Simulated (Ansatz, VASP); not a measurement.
**NbRu in VASP and in Ansatz**

```
Nb Ru
1.0
     3.11900    0.00000    0.00000
     0.00000    3.11900    0.00000
     0.00000    0.00000    3.11900
Nb Ru
1 1
Direct
  0.00000 0.00000 0.00000
  0.50000 0.50000 0.50000
```

Change from the starting cell: volume scaled by 0.94, crystal datasets.

Alike in both runs: task electric field gradients; functional PBEsol; k mesh 11 × 11 × 11; occupations fermi-dirac, width 0.03 eV; no spin polarisation.

```csv
,VASP,Ansatz
version,VASP 6.6.1,Ansatz 0.2.0
potentials or method,"VASP PAW PBE potentials, release 64 (Nb_sv, Ru_pv), cutoff 520 eV","all-electron PAW with datasets made for the crystal, scalar-relativistic"
```

|  | VASP | Ansatz | Ansatz less VASP |
| --- | --- | --- | --- |
| pressure (GPa) | 4.9 | 5.1 | +0.22 |

VASP's potentials were made for PBE, not for PBEsol. Ansatz ran all-electron here, and VASP with PAW potentials.
